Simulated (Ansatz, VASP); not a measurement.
Given: the input of a run of Ansatz 0.2.0 on HgTe.

The input input.yaml:

```yaml
crystal:
  lattice:
    - [0.0, 3.18, 3.18]
    - [3.18, 0.0, 3.18]
    - [3.18, 3.18, 0.0]
  atoms:
    - { symbol: Hg, position: [0.0, 0.0, 0.0] }
    - { symbol: Te, position: [0.5, 0.5, 0.5] }
hamiltonian:
  xc: blyp
  pseudopotentials: { kind: paw }
kpoints:
  mp_grid: { grid: [7, 7, 7] }
scf:
  occupations: { method: fermi_dirac, width: 0.05 }
output:
  forces: true
  stress: true
  eigenvalues: true
relax:
  f_tol: 0.01
  max_steps: 40
  cell: { stress_tol: 0.05 }
```

Potentials or basis: Ansatz PAW.

The run is started by

```bash
$ ansatz run input.yaml --threads 2 --pin off --max-ram 5632MiB --backend cpu --events-out ev --progress --plain --runs-dir out
```

Q: Set up the same calculation for VASP 6.6.1. Potentials there: VASP PAW PBE potentials, release 64 (Hg, Te).

A: As run (the cutoff follows the program's own potentials):

Contents of INCAR:

```
PREC = Accurate
ENCUT = 600
EDIFF = 1E-6
ISMEAR = -1
SIGMA = 0.05
LREAL = F
LASPH = T
NELM = 80
ALGO = Normal
ISIF = 3
LWAVE = F
LCHARG = F
GGA = B5
ALDAX = 1.0
AGGAX = 1.0
AGGAC = 1.0
ALDAC = 0.0
IBRION = 2
NSW = 60
EDIFFG = -0.01
```

Contents of KPOINTS:

```
regular mesh
0
Gamma
  7 7 7
```

Contents of POSCAR:

```
HgTe
1.0
    0.0000000000      3.1800000000      3.1800000000
    3.1800000000      0.0000000000      3.1800000000
    3.1800000000      3.1800000000      0.0000000000
Hg Te
1 1
Direct
    0.0000000000      0.0000000000      0.0000000000
    0.5000000000      0.5000000000      0.5000000000
```

Potentials or basis: VASP PAW PBE potentials, release 64 (Hg, Te).

Command:

```console
$ cat potpaw_PBE.64/Hg/POTCAR potpaw_PBE.64/Te/POTCAR > POTCAR
$ mpirun -np 1 vasp_std > vasp.out
```

Both were run:

|  | VASP | Ansatz | Ansatz less VASP |
| --- | --- | --- | --- |
| gap on the k mesh at the Fermi level, each at its own relaxed structure (eV) | none | none | - |
| relaxed volume (Å³/atom) | 32.16 | 31.95 | -0.203 |
| relaxed cell length with the largest relative difference (Å) | 4.497 | 4.488 | -0.0095 |

VASP's potentials were made for PBE, not for BLYP. A gap of «none» marks a metal or a gap that the smearing closes. VASP's potentials hold 18 valence electrons a cell and Ansatz's 36, so a difference there can come from the potentials and not from the codes.

Neither program's run includes spin-orbit coupling. Noted on VASP's run: the relaxation stopped at its first step, so nothing moved. Noted on Ansatz's run: the plane-wave basis is chosen anew once the cell has moved, so the energies of steps on either side of that aren't comparable.
